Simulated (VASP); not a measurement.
Here is a VASP 6.6.1 calculation.

The input INCAR:

```
SYSTEM = Pd
  ALGO = Normal
  EDIFF = 1E-6
  EDIFFG = -0.01
  ENCUT = 600
  IBRION = 2
  ISIF = 3
  ISMEAR = -1
  LASPH = .TRUE.
  LCHARG = .FALSE.
  LREAL = .FALSE.
  LWAVE = .FALSE.
  NELM = 100
  NSW = 80
  PREC = Accurate
  SIGMA = 0.1
```

Contents of KPOINTS:

```
k-points
0
G
  8 8 12
  0 0 0
```

Contents of POSCAR:

```
Pd
1.0
    4.3646624039      0.0000000000      0.0000000000
   -2.1823312020      3.7799085207      0.0000000000
    0.0000000000      0.0000000000      2.6755380536
Pd
3
Direct
    0.0000000000      0.0000000000      0.0000000000
    0.3333333333      0.6666666667      0.5000000000
    0.6666666667      0.3333333333      0.5000000000
```

Potentials or basis: VASP PAW LDA potentials, release 64 (Pd).

Run with:

```sh
$ cat potpaw_LDA.64/Pd/POTCAR > POTCAR
$ mpirun -np 1 vasp_std > vasp.out
```

Task: What does it give for the space group after relaxing (to 0.1 Å)?

Result: P6/mmm (No. 191).

Task: Predict the relaxed cell.

Result: a = 4.384 Å, b = 4.384 Å, c = 2.609 Å, α = 90.00°, β = 90.00°, γ = 120.00°.

The path:
```tsv
step	energy change (eV)	largest force (eV/Å)	pressure (GPa)	volume (Å³)
1	0.0000	0.0000	-3.01	44.14
2	-0.0106	0.0000	5.71	42.38
3	-0.0269	0.0000	1.65	43.12
4	-0.0277	0.0000	-1.23	43.70
5	-0.0306	0.0000	0.06	43.42
6	-0.0306	0.0000	0.10	43.42
7	-0.0306	0.0000	-0.05	43.45
8	-0.0306	0.0000	0.02	43.43
```
